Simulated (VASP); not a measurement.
The system is KI.

```xyz
2
Lattice="0.0000 3.9659 3.9659 3.9659 0.0000 3.9659 3.9659 3.9659 0.0000" Properties=species:S:1:pos:R:3 pbc="T T T"
K     0.0000    0.0000    0.0000
I     1.9829    1.9829    1.9829
```

Base run:

| Quantity | Value |
| --- | --- |
| Program | VASP 6.6.1 |
| Functional | PBE0 |
| Potentials or basis | VASP PAW PBE potentials, release 64 (K_sv, I) |
| Cutoff | 520 eV |
| k mesh | 4 × 4 × 4 |
| Occupations | gaussian, width 0.01 eV |
| Spin | no spin polarisation |

Its results: band gap on the k mesh 5.60 eV; pressure 0.1 GPa.

Q: The run is repeated on the same cell with these changes: functional from PBE0 to HSE06; further incar settings from ALGO = Normal; EDIFF = 1e-06; NBANDS = 15 to ALGO = Normal; EDIFF = 1e-07; NBANDS = 15. What comes out?

A: Band gap on the k mesh 4.88 eV; pressure 0.1 GPa.

Caveats: the PAW data sets were made with another functional, which shifts forces and pressure a little; spin-orbit coupling is left out, which moves the levels of the heavy elements.

